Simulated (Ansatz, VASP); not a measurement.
ZnSe in VASP and in Ansatz

INCAR

```
SYSTEM = ZnSe
PREC = Accurate
ENCUT = 520
EDIFF = 1E-6
ISMEAR = 0
SIGMA = 0.05
LREAL = .False.
LASPH = .True.
NELM = 100
ALGO = Normal
ISIF = 2
LWAVE = .False.
LCHARG = .False.
GGA = PS
NBANDS = 26
```

Contents of KPOINTS:

```
Automatic mesh
0
Gamma
  8 8 6
  0 0 0
```

The input POSCAR:

```
ZnSe
1.0
    4.3079000000      0.0000000000      0.0000000000
    0.0000000000      4.3079000000      0.0000000000
    0.0000000000      0.0000000000      6.1921000000
Zn Se
2 2
Direct
    0.0000000000      0.0000000000      0.0000000000
    0.5000000000      0.5000000000      0.0000000000
    0.0000000000      0.5000000000      0.2681677050
    0.5000000000      0.0000000000      0.7318322950
```

Input for Ansatz:

```yaml
crystal:
  lattice:
    - [4.3079, 0.0, 0.0]
    - [0.0, 4.3079, 0.0]
    - [0.0, 0.0, 6.1921]
  atoms:
    - { symbol: Zn, position: [0.0, 0.0, 0.0] }
    - { symbol: Zn, position: [0.5, 0.5, 0.0] }
    - { symbol: Se, position: [0.0, 0.5, 0.268167705] }
    - { symbol: Se, position: [0.5, 0.0, 0.731832295] }
basis:
  ecutwfc: 520.0
kpoints:
  mp_grid: { grid: [8, 8, 6] }
hamiltonian:
  xc: pbesol
  pseudopotentials: { kind: paw, azcp: { folder: soft_1 } }
scf:
  occupations: { method: gaussian, width: 0.05 }
output:
  forces: true
  stress: true
  eigenvalues: true
```

Alike in both runs: task single point; functional PBEsol; k mesh 8 × 8 × 6; occupations gaussian, width 0.05 eV; no spin polarisation.

|  | VASP | Ansatz |
| --- | --- | --- |
| version | VASP 6.6.1 | Ansatz 0.2.0 |
| potentials or method | VASP PAW PBE potentials, release 64 (Zn, Se), cutoff 520 eV | scalar-relativistic, plane waves, PAW |
| valence electrons in the cell | 36 | 56 |

Ansatz gave:

| Quantity | Value |
| --- | --- |
| gap on the k mesh at the Fermi level (eV) | 1.32 |
| least direct gap on the mesh (eV) | 1.32 |
| pressure (GPa) | -9.0 |
| traceless stress, the component that is largest in VASP (GPa) | -0.70 |
| rms of the force components (eV/Å) | 0.797 |

**Question.** Which values does VASP return?

**Answer.** gap on the k mesh at the Fermi level (eV): 1.32; least direct gap on the mesh (eV): 1.32; pressure (GPa): -8.9; traceless stress, the component that is largest in VASP (GPa): -0.68; rms of the force components (eV/Å): 0.788.

VASP's potentials were made for PBE, not for PBEsol, and Ansatz warns of the same on its side. Atom by atom the forces differ by 0.009 eV/Å (rms over components). VASP's potentials hold 36 valence electrons a cell and Ansatz's 56, so a difference there can come from the potentials and not from the codes.
